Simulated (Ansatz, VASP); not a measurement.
# Two plane-wave programs on BP

```xyz
2
Lattice="0.0000 2.2690 2.2917 2.2690 0.0000 2.2917 2.2690 2.2690 0.0000" Properties=species:S:1:pos:R:3 pbc="T T T"
B     0.0000    0.0000    0.0000
P     1.1345    1.1345    1.1458
```

Change from the starting cell: z stretched by +1 %, ions relaxed.

Alike in both runs: task relaxation of the atoms; functional PBE; k mesh 16 × 16 × 16; occupations fermi-dirac, width 0.02 eV; no spin polarisation.

|  | VASP | Ansatz |
| --- | --- | --- |
| version | VASP 6.6.1 | Ansatz 0.2.0 |
| potentials or method | VASP PAW PBE potentials, release 64 (B, P) | plane-wave PAW, scalar-relativistic |
| plane-wave cutoff (eV) | 520 | 420 |
| valence electrons in the cell | 8 | 8 |

```csv
,VASP,Ansatz,Ansatz less VASP
"gap on the k mesh at the Fermi level, each at its own relaxed structure (eV)",1.19,1.19,+0.004
```

Ansatz's warnings: stress scf threshold loose.

Noted on VASP's run: the relaxation stopped at its first step, so nothing moved.
